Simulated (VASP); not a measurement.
## CuGe4: single point with PBE

Slab: CuGe4, a slab with vacuum.

```
Ge Cu
1.0
     4.07405    0.00000    0.00000
     0.00000    4.07405    0.00000
     0.00000    0.00000   19.85576
Ge Cu
4 1
Cartesian
  0.0000 2.0370 4.0000
  0.0000 0.0000 5.4404
  2.0370 0.0000 6.9369
  2.0370 2.0370 8.3558
  2.0370 3.5648 9.9846
```

```
Program             : VASP 6.6.1
Task                : single point
Functional          : PBE
Potentials or basis : VASP PAW PBE potentials, release 64 (Ge_d, Cu)
Cutoff              : 520 eV
k mesh              : 7 × 7 × 1
Occupations         : gaussian, width 0.1 eV
Spin                : no spin polarisation
```

The largest force is 0.672 eV/Å.

Forces in eV/Å, atoms in the order of the input:
```
Ge   0.000  0.042 -0.037
Ge   0.000  0.079  0.082
Ge   0.000 -0.062 -0.206
Ge   0.000 -0.661  0.122
Cu   0.000  0.601  0.038
```

Levels at points of the mesh, in eV from the Fermi level:
```tsv
k point	band 30	band 31	band 32	band 33	band 34	band 35	band 36	band 37
(0.00, 0.00, 0.00)	-1.71	-1.61	-1.11	-0.44	1.02	1.11	1.43	1.86
```

It took 7.1 min on 1 thread of Intel Xeon 6975P-C (shared host), peak memory 0.48 GiB.
